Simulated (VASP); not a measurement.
# BiTe2 in VASP: settings compared, part 2 of 2

VASP 6.6.1.

## 3. Single point, PBE

INCAR

```
PREC = Accurate
ENCUT = 400
EDIFF = 1E-6
ISMEAR = 0
SIGMA = 0.05
LREAL = F
LASPH = T
NELM = 120
ALGO = Normal
ISIF = 2
LWAVE = F
LCHARG = F
LDIPOL = T
IDIPOL = 3
DIPOL = 0.5 0.5 0.500
GGA = PE
NBANDS = 36
GGA_COMPAT = F
NELMDL = -8
```

KPOINTS

```
regular mesh
0
Gamma
  9 9 1
```

POSCAR

```
BiTe2
1.0
    4.4465494044      0.0000000000      0.0000000000
   -2.2232747022      3.8508247434      0.0000000000
    0.0000000000      0.0000000000     25.7228911982
Te Bi
4 2
Direct
    0.6666666667      0.3333333333      0.3118441391
    0.3333333333      0.6666666667      0.4555039942
    0.6666666667      0.3333333333      0.5444960066
    0.3333333333      0.6666666667      0.6881558607
    0.0000000000      0.0000000000      0.3817288197
    0.0000000000      0.0000000000      0.6182711796
```

Potentials or basis: VASP PAW PBE potentials, release 64 (Te, Bi_d).

Command:

```
cat potpaw_PBE.64/Te/POTCAR potpaw_PBE.64/Bi_d/POTCAR > POTCAR
mpirun -np 1 vasp_std > vasp.out
```

Wall time 2.2 min (1 thread of Intel Xeon Platinum 8559C (Emerald Rapids), shared host); peak memory 0.4 GiB.

Results (log left out):

```yaml
Free_energy: -20.4154 eV
Largest_force: 0.006 eV/Å
Band_gap_on_the_k_mesh: zero (band 27 reaches -0.16 eV, above the bottom of band 28 at -0.41 eV)
```

Forces on the atoms (eV/Å):
```
Te   0.000  0.000 -0.004
Te   0.000  0.000  0.006
Te   0.000  0.000 -0.006
Te   0.000  0.000  0.004
Bi   0.000  0.000  0.002
Bi   0.000  0.000 -0.002
```

Levels at points of the mesh, in eV from the Fermi level:
```tsv
k point	band 25	band 26	band 27	band 28	band 29	band 30
(0.00, 0.00, 0.00)	-0.74	-0.27	-0.27	-0.11	1.11	1.63
```

Caveat: spin-orbit coupling is left out, which moves the levels of the heavy elements.

## 4. Single point, LDA

INCAR

```
SYSTEM = BiTe2
ALGO = Normal
DIPOL = 0.5 0.5 0.500
EDIFF = 1E-6
ENCUT = 400
GGA = CA
GGA_COMPAT = .FALSE.
IDIPOL = 3
ISIF = 2
ISMEAR = 0
LASPH = .TRUE.
LCHARG = .FALSE.
LDIPOL = .TRUE.
LREAL = .FALSE.
LWAVE = .FALSE.
NBANDS = 36
NELM = 120
NELMDL = -8
PREC = Accurate
SIGMA = 0.05
```

KPOINTS

```
k-points
0
G
  9 9 1
  0 0 0
```

POSCAR

```
BiTe2
1.0
    4.4465494044      0.0000000000      0.0000000000
   -2.2232747022      3.8508247434      0.0000000000
    0.0000000000      0.0000000000     25.7228911982
Te Bi
4 2
Direct
    0.6666666667      0.3333333333      0.2915690908
    0.3333333333      0.6666666667      0.4382627790
    0.6666666667      0.3333333333      0.5617372210
    0.3333333333      0.6666666667      0.7084309092
    0.0000000000      0.0000000000      0.3714493614
    0.0000000000      0.0000000000      0.6285506386
```

Potentials or basis: VASP PAW LDA potentials, release 64 (Te, Bi_d).

Command:

```
cat potpaw_LDA.64/Te/POTCAR potpaw_LDA.64/Bi_d/POTCAR > POTCAR
mpirun -np 1 vasp_std > vasp.out
```

Wall time 2.2 min (1 thread of Intel Xeon Platinum 8559C (Emerald Rapids), shared host); peak memory 0.35 GiB.

Results (log left out):

* Free energy: -23.1363 eV
* Largest force: 0.814 eV/Å
* Band gap on the k mesh: zero (band 27 reaches -0.66 eV, above the bottom of band 28 at -0.93 eV)

Forces in eV/Å, atoms in the order of the input:
```
Te   0.000  0.000  0.798
Te   0.000  0.000  0.407
Te   0.000  0.000 -0.407
Te   0.000  0.000 -0.798
Bi   0.000  0.000 -0.814
Bi   0.000  0.000  0.814
```

Levels at points of the mesh, in eV from the Fermi level:
```tsv
k point	band 23	band 24	band 25	band 26	band 27	band 28	band 29	band 30	band 31	band 32
(0.00, 0.00, 0.00)	-0.80	0.04	0.04	0.10	0.10	0.17	1.44	1.57	2.01	2.01
```

Caveat: spin-orbit coupling is left out, which moves the levels of the heavy elements.

## 5. Single point, PBE

This run uses another cell than the first one, of 93.39 Å³/atom, 1.272 times its volume.

INCAR

```
SYSTEM = BiTe2
ALGO = Normal ; DIPOL = 0.5 0.5 0.500
EDIFF = 1E-6 ; ENCUT = 400
GGA = PE ; GGA_COMPAT = .FALSE.
IDIPOL = 3 ; ISIF = 2
ISMEAR = 0 ; LASPH = .TRUE.
LCHARG = .FALSE. ; LDIPOL = .TRUE.
LREAL = .FALSE. ; LWAVE = .FALSE.
NBANDS = 36 ; NELM = 120
NELMDL = -8 ; PREC = Accurate
SIGMA = 0.05
```

KPOINTS is that of step 4.

POSCAR

```
BiTe2
1.0
    4.4465494044      0.0000000000      0.0000000000
   -2.2232747022      3.8508247434      0.0000000000
    0.0000000000      0.0000000000     32.7228911982
Te Bi
4 2
Direct
    0.6666666667      0.3333333333      0.3361561157
    0.3333333333      0.6666666667      0.4514694527
    0.6666666667      0.3333333333      0.5485305473
    0.3333333333      0.6666666667      0.6638438843
    0.0000000000      0.0000000000      0.3989485963
    0.0000000000      0.0000000000      0.6010514037
```

Potentials or basis: VASP PAW PBE potentials, release 64 (Te, Bi_d).

Command:

```
cat potpaw_PBE.64/Te/POTCAR potpaw_PBE.64/Bi_d/POTCAR > POTCAR
mpirun -np 1 vasp_std > vasp.out
```

Wall time 3.2 min (1 thread of Intel Xeon Platinum 8559C (Emerald Rapids), shared host); peak memory 0.48 GiB.

Results (log left out):

- Free energy: -19.9967 eV
- Largest force: 0.891 eV/Å
- Band gap on the k mesh: zero (band 27 reaches -1.56 eV, above the bottom of band 28 at -1.84 eV)

Forces on the atoms (eV/Å):
```
Te   0.000  0.000  0.447
Te   0.000  0.000  0.629
Te   0.000  0.000 -0.629
Te   0.000  0.000 -0.447
Bi   0.000  0.000 -0.891
Bi   0.000  0.000  0.891
```

Levels at points of the mesh, in eV from the Fermi level:
```
           k point  band 23  band 24  band 25  band 26  band 27  band 28  band 29  band 30  band 31  band 32
(0.00, 0.00, 0.00)    -0.78     0.04     0.04     0.10     0.10     0.17     1.53     1.65     2.05     2.05
```

Caveat: spin-orbit coupling is left out, which moves the levels of the heavy elements.

## 6. Summary

```tsv
level	potentials or basis	cell	gap on the mesh (eV)	largest force (eV/Å)
PBE	VASP PAW PBE potentials, release 64 (Te, Bi_d)	a = 4.447, b = 4.447, c = 25.723 Å, angles 90.0, 90.0, 120.0°, 6 atoms	none	0.01
LDA	VASP PAW LDA potentials, release 64 (Te, Bi_d)	a = 4.447, b = 4.447, c = 25.723 Å, angles 90.0, 90.0, 120.0°, 6 atoms	none	0.81
PBE	VASP PAW PBE potentials, release 64 (Te, Bi_d)	a = 4.447, b = 4.447, c = 32.723 Å, angles 90.0, 90.0, 120.0°, 6 atoms	none	0.89
```

Some of these runs hold the atoms at other places in the same cell, which the table doesn't show; runs alike in all that it shows share one row.

Alike in all rows: task single point; no spin polarisation; k mesh 9 × 9 × 1; cutoff (eV) 400; smearing gaussian 0.05 eV.

Caveats: spin-orbit coupling is left out, which moves the levels of the heavy elements.

Absolute energies hang on the potentials; compare differences alone.
